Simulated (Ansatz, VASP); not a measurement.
# Two plane-wave programs on Sn

The input INCAR:

```
ALGO     = Normal         # electronic algorithm
EDIFF    = 1E-6           # SCF threshold, eV
ENCUT    = 520            # plane-wave cutoff, eV
GGA      = PE             # functional
ISIF     = 2              # what is computed and relaxed
ISMEAR   = -1             # smearing method
LASPH    = True           # aspherical terms in the spheres
LCHARG   = False          # write CHGCAR
LREAL    = False          # projectors in reciprocal space
LWAVE    = False          # write WAVECAR
NBANDS   = 21             # bands
NELM     = 60             # most SCF steps
PREC     = Accurate       # precision mode
SIGMA    = 0.1            # smearing width, eV
```

KPOINTS

```
k-points
0
Gamma
  11 11 8
```

Contents of POSCAR:

```
Sn
1.0
   -2.9773321013      2.9790067394      1.6030901642
    2.9790067394     -2.9773321013      1.6030901642
    2.9770686044      2.9770686044     -1.6000204610
Sn
2
Direct
    0.0000231878      0.9999768122      0.0000000000
    0.7499768122      0.2500231878      0.5000000000
```

Input for Ansatz:

```yaml
crystal:
  lattice:
    - [-2.9773321013, 2.9790067394, 1.6030901642]
    - [2.9790067394, -2.9773321013, 1.6030901642]
    - [2.9770686044, 2.9770686044, -1.600020461]
  atoms:
    - { symbol: Sn, position: [2.31878e-05, 0.9999768122, 0.0] }
    - { symbol: Sn, position: [0.7499768122, 0.2500231878, 0.5] }
hamiltonian:
  xc: pbe
  pseudopotentials:
    kind: paw
    azcp:
      Sn: "pseudopotentials/Sn.paw.azcp"
basis:
  ecutwfc: 600
  fft_grid_basis: typed
kpoints:
  mp_grid: { grid: [11, 11, 8], shift: [0, 0, 0] }
magnetization:
  spin_polarized: false
scf:
  occupations: { method: fermi_dirac, width: 0.1 }
  lower_state_search: "off"
output:
  stress: true
```

Alike in both runs: task single point; functional PBE; k mesh 11 × 11 × 8; occupations fermi-dirac, width 0.1 eV; no spin polarisation.

```csv
,VASP,Ansatz
version,VASP 6.6.1,Ansatz 0.2.0
potentials or method,"VASP PAW PBE potentials, release 64 (Sn_d), cutoff 520 eV","plane waves (600 eV) with PAW, scalar-relativistic"
valence electrons in the cell,28,28
```

|  | VASP | Ansatz | Ansatz less VASP |
| --- | --- | --- | --- |
| pressure (GPa) | -0.1 | 0.0 | +0.04 |
